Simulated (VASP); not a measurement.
Input of a VASP 6.6.1 run:

The input INCAR:

```
SYSTEM = BN
PREC = Accurate
ENCUT = 520
EDIFF = 1E-6
ISMEAR = 0
SIGMA = 0.01
LREAL = .False.
LASPH = .True.
NELM = 60
ALGO = Normal
ISIF = 2
LWAVE = .False.
LCHARG = .False.
GGA = CA
NBANDS = 11
```

Contents of KPOINTS:

```
Automatic mesh
0
Gamma
  9 9 9
  0 0 0
```

File POSCAR:

```
BN
1.0
    0.0000000000      1.8194705475      1.8194705475
    1.8194705475      0.0000000000      1.8194705475
    1.8194705475      1.8194705475      0.0000000000
B N
1 1
Direct
    0.0000000000      0.0000000000      0.0000000000
    0.2500000000      0.2500000000      0.2500000000
```

Potentials or basis: VASP PAW LDA potentials, release 64 (B, N).

Command:

```bash
$ cat potpaw_LDA.64/B/POTCAR potpaw_LDA.64/N/POTCAR > POTCAR
$ mpirun -np 1 vasp_std > vasp.out
```

Problem. Estimate the band gap on the k mesh.

Solution. 4.47 eV, indirect (least direct gap 8.59 eV).

Problem. Estimate the pressure.

Solution. -17.0 GPa.

A k mesh can miss the band edges.
